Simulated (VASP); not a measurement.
Wanted: the native input for a VASP 6.6.1 run.

```yaml
Task: single point
Functional: PBEsol
Potentials_or_basis: VASP PAW PBE potentials, release 64 (Li_sv, Pb_d)
Cutoff: 520 eV
k_mesh: 12 × 12 × 12
Occupations: gaussian, width 0.15 eV
Spin: no spin polarisation
Dipole_correction: no
Further_INCAR_settings: ALGO = Normal; EDIFF = 1e-06; NBANDS = 16
```

The structure of LiPb lies in POSCAR:

```
LiPb
1.0
    2.4935002839      1.4396230601      1.9595365000
   -2.4935002839      1.4396230601      1.9595365000
    0.0000000000     -2.8792461203      1.9595365000
Li Pb
1 1
Direct
    0.5000000000      0.5000000000      0.5000000000
    0.0000000000      0.0000000000      0.0000000000
```

This cell differs from its parent crystal: strain -0.0500 x Voigt [0, 0, 1, 0, 0, 0].

One way to write it, as run:

INCAR

```
SYSTEM = LiPb
PREC = Accurate ; ENCUT = 520
EDIFF = 1E-6 ; ISMEAR = 0
SIGMA = 0.15 ; LREAL = .FALSE.
LASPH = .TRUE. ; NELM = 60
ALGO = Normal ; ISIF = 2
LWAVE = .FALSE. ; LCHARG = .FALSE.
GGA = PS ; NBANDS = 16
```

KPOINTS

```
Automatic mesh
0
G
  12 12 12
  0 0 0
```

Potentials or basis: VASP PAW PBE potentials, release 64 (Li_sv, Pb_d).

Command:

```console
$ cat potpaw_PBE.64/Li_sv/POTCAR potpaw_PBE.64/Pb_d/POTCAR > POTCAR
$ mpirun -np 1 vasp_std > vasp.out
```

It took 54 s on 1 thread of AMD EPYC 9R45 96-Core Processor (Zen 5), with other jobs on the host, peak memory 0.22 GiB.
